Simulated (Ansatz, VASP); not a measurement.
## CoO: VASP beside Ansatz

The input INCAR:

```
  PREC = Accurate
  ENCUT = 520
  EDIFF = 1E-8
  ISMEAR = -1
  SIGMA = 0.05
  LREAL = False
  LASPH = True
  NELM = 150
  ALGO = Normal
  ISIF = 2
  LWAVE = False
  LCHARG = False
  ISPIN = 2
  MAGMOM = 2 0
  LORBIT = 11
  LMAXMIX = 4
  GGA = PE
  LEFG = True
  NBANDS = 18
```

The input KPOINTS:

```
Automatic mesh
0
Gamma
  16 16 16
```

Contents of POSCAR:

```
CoO
1.0
    0.0000000000      2.1315000000      2.0888700000
    2.1315000000      0.0000000000      2.0888700000
    2.1315000000      2.1315000000      0.0000000000
Co O
1 1
Direct
    0.0000000000      0.0000000000      0.0000000000
    0.5000000000      0.5000000000      0.5000000000
```

Input for Ansatz:

```yaml
crystal:
  lattice:
    - [0.0, 2.1315, 2.08887]
    - [2.1315, 0.0, 2.08887]
    - [2.1315, 2.1315, 0.0]
  atoms:
    - { symbol: Co, position: [0.0, 0.0, 0.0], spin: 2.0 }
    - { symbol: O, position: [0.5, 0.5, 0.5] }
magnetization:
  spin_polarized: true
kpoints:
  mp_grid: { grid: [16, 16, 16] }
scf:
  occupations: { method: fermi_dirac, width: 0.05 }
hamiltonian:
  xc: pbe
  pseudopotentials: { kind: all_electron, datasets: crystal }
output:
  forces: true
  stress: true
  eigenvalues: true
  efg: { contact_densities: true }
```

Change from the starting cell: zz strain of -2 %, crystal datasets.

Alike in both runs: task electric field gradients; functional PBE; k mesh 16 × 16 × 16; occupations fermi-dirac, width 0.05 eV; collinear spin.

|  | VASP | Ansatz |
| --- | --- | --- |
| version | VASP 6.6.1 | Ansatz 0.2.0 |
| potentials or method | VASP PAW PBE potentials, release 64 (Co, O), cutoff 520 eV | all-electron PAW with datasets made for the crystal, scalar-relativistic |

|  | VASP | Ansatz | Ansatz less VASP |
| --- | --- | --- | --- |
| pressure (GPa) | 1.0 | 1.6 | +0.65 |
| traceless stress, the component that is largest in VASP (GPa) | 0.22 | -0.12 | -0.338 |
| net moment per atom (μB) | 1.42 | 1.44 | +0.020 |
| size of the moment on the site where the two differ most (μB) | 2.51 | 2.45 | -0.061 |
| size of Vzz on the site where it differs most (V/Å²) | 12.7 | 21.6 | +8.90 |

Site moments also hang on the region over which each program counts them. Ansatz ran all-electron here, and VASP with PAW potentials.
